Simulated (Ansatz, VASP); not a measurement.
**Two plane-wave programs on YS**

Contents of INCAR:

```
PREC = Accurate
ENCUT = 520
EDIFF = 1E-6
ISMEAR = 1
SIGMA = 0.15
LREAL = F
LASPH = T
NELM = 80
ALGO = Normal
ISIF = 2
LWAVE = F
LCHARG = F
GGA = CA
NBANDS = 16
```

File KPOINTS:

```
regular mesh
0
Gamma
  7 7 7
```

POSCAR

```
YS
1.0
    0.0000000000      2.6489649501      2.6489649501
    2.6489649501      0.0000000000      2.6489649501
    2.6489649501      2.6489649501      0.0000000000
Y S
1 1
Direct
    0.5000000000      0.5000000000      0.5000000000
    0.0000000000      0.0000000000      0.0000000000
```

Input for Ansatz:

```yaml
crystal:
  lattice:
    - [0.0, 2.648964950073236, 2.648964950073236]
    - [2.648964950073236, 0.0, 2.648964950073236]
    - [2.648964950073236, 2.648964950073236, 0.0]
  atoms:
    - { symbol: "Y", position: [0.5, 0.5, 0.5] }
    - { symbol: S, position: [0.0, 0.0, 0.0] }
basis:
  ecutwfc: 571.4391111657479
kpoints:
  mp_grid:
    grid: [7, 7, 7]
hamiltonian:
  xc: lda
  pseudopotentials:
    kind: paw
scf:
  occupations:
    method: cold
    width: 0.15
output:
  stress: true
```

Alike in both runs: task single point; functional LDA; k mesh 7 × 7 × 7; no spin polarisation.

```csv
,VASP,Ansatz
version,VASP 6.6.1,Ansatz 0.2.0
potentials or method,"VASP PAW LDA potentials, release 64 (Y_sv, S), cutoff 520 eV","plane waves, PAW"
occupations,"methfessel-paxton of order 1, width 0.15 eV","cold, width 0.15 eV"
valence electrons in the cell,17,17
```

|  | VASP | Ansatz | Ansatz less VASP |
| --- | --- | --- | --- |
| pressure (GPa) | 8.6 | 8.6 | -0.02 |

LDA's correlation is that of Perdew and Zunger in VASP and of Perdew and Wang (1992) in Ansatz.
